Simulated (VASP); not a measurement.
Sb: single point with PBE

The system is Sb.

```
Sb
1.0
     2.15060    1.24165    3.74400
    -2.15060    1.24165    3.74400
     0.00000   -2.48330    3.74400
Sb
2
Direct
  0.23364 0.23364 0.23364
  0.76636 0.76636 0.76636
```

```json
{
 "Program": "VASP 6.6.1",
 "Task": "single point",
 "Functional": "PBE",
 "Potentials or basis": "VASP PAW PBE potentials, release 64 (Sb)",
 "Cutoff": "520 eV",
 "k mesh": "9 × 9 × 9",
 "Occupations": "fermi-dirac, width 0.05 eV",
 "Spin": "no spin polarisation"
}
```

| Property | Result |
| --- | --- |
| Pressure | 3.2 GPa |
| Largest force | 0.244 eV/Å |
| Band gap on the k mesh | 0.07 eV, indirect (least direct gap 0.49 eV) |

Forces in eV/Å, atoms in the order of the input:
```
Sb   0.000  0.000  0.244
Sb   0.000  0.000 -0.244
```

Stress tensor (GPa, compression positive):
```
3.39 0.00 0.00
0.00 3.39 0.00
0.00 0.00 2.84
```

Levels at points of the mesh, in eV from the valence-band top:
```
           k point  band 3  band 4  band 5  band 6  band 7  band 8
(0.00, 0.00, 0.00)   -2.02   -1.77   -1.77    2.12    2.76    2.76
```

Wall time 2.1 min on 1 thread of AMD EPYC 7R13, on a shared host, peak memory 0.19 GiB.

Caveat: spin-orbit coupling is left out, which moves the levels of the heavy elements. A k mesh can miss the band edges.
